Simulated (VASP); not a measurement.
The system is SnC3.

```
C Sn
1.0
     2.99654    0.00000    0.00000
     0.00000    2.99654    0.00000
     0.00000    0.00000    4.23775
C Sn
3 1
Cartesian
  1.4983 0.0000 3.1783
  1.4983 1.4983 0.0000
  0.0000 1.4983 1.0594
  0.0000 0.0000 2.1189
```

- Program: VASP 6.6.1
- Task: relaxation of cell and atoms
- Functional: PBE
- Potentials or basis: VASP PAW PBE potentials, release 64 (C, Sn_d)
- Cutoff: 600 eV
- k mesh: 8 × 8 × 6
- Occupations: fermi-dirac, width 0.02 eV
- Spin: no spin polarisation

At the start: pressure 68.9 GPa; volume 9.51 Å³/atom.

How do energy, volume and symmetry change on relaxing?

Over 17 steps the energy falls by 1075.0 meV/atom and the volume is 10.40 Å³/atom (+9.3 %); space group P-4m2 (No. 115, to 0.1 Å) before and after.

The path:
```tsv
step	energy change (eV)	largest force (eV/Å)	pressure (GPa)	volume (Å³)
1	0.0000	12.2624	68.85	38.05
2	0.4049	1.3808	-25.39	65.27
3	-1.3896	2.2182	-27.12	57.71
4	-2.8339	1.9368	-25.04	52.08
5	-3.8548	1.6534	-4.75	44.70
6	-3.8653	0.9359	-9.07	45.58
7	-3.8678	1.1812	-7.62	45.27
8	-4.2139	0.2379	-2.75	42.77
9	-4.2771	0.3621	1.37	41.42
10	-4.2776	0.4273	1.88	41.28
11	-4.2979	0.0754	-0.59	41.70
12	-4.3000	0.0460	-0.07	41.60
13	-4.3000	0.0539	0.00	41.59
14	-4.3001	0.0006	0.17	41.58
15	-4.3001	0.0075	0.12	41.58
16	-4.3001	0.0039	-0.07	41.62
17	-4.3001	0.0006	0.02	41.61
```

Final structure:
```xyz
4
Lattice="2.9848 0.0000 0.0000 0.0000 2.9848 0.0000 0.0000 0.0000 4.6704" Properties=species:S:1:pos:R:3 pbc="T T T"
C     1.4924    0.0000    3.8422
C     1.4924    1.4924    0.0000
C     0.0000    1.4924    0.8282
Sn    0.0000    0.0000    2.3352
```
